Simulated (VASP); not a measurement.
Input of a VASP 6.6.1 run:

INCAR

```
SYSTEM = Au
ALGO = Normal
EDIFF = 1E-6
ENCUT = 520
GGA = PE
ISIF = 2
ISMEAR = -1
LASPH = .TRUE.
LCHARG = .FALSE.
LREAL = .FALSE.
LWAVE = .FALSE.
NBANDS = 12
NELM = 100
PREC = Accurate
SIGMA = 0.08
```

KPOINTS

```
k-points
0
G
  16 16 16
  0 0 0
```

POSCAR

```
Au
1.0
   -1.3768574453      1.3768574453      1.3768574453
    1.3768574453     -1.3768574453      1.3768574453
    1.3768574453      1.3768574453     -1.3768574453
Au
1
Direct
    0.0000000000      0.0000000000      0.0000000000
```

Potentials or basis: VASP PAW PBE potentials, release 64 (Au).

The run is started by

```console
$ cat potpaw_PBE.64/Au/POTCAR > POTCAR
$ mpirun -np 1 vasp_std > vasp.out
```

(1) Estimate the pressure.

Answers

(1) 349.0 GPa.
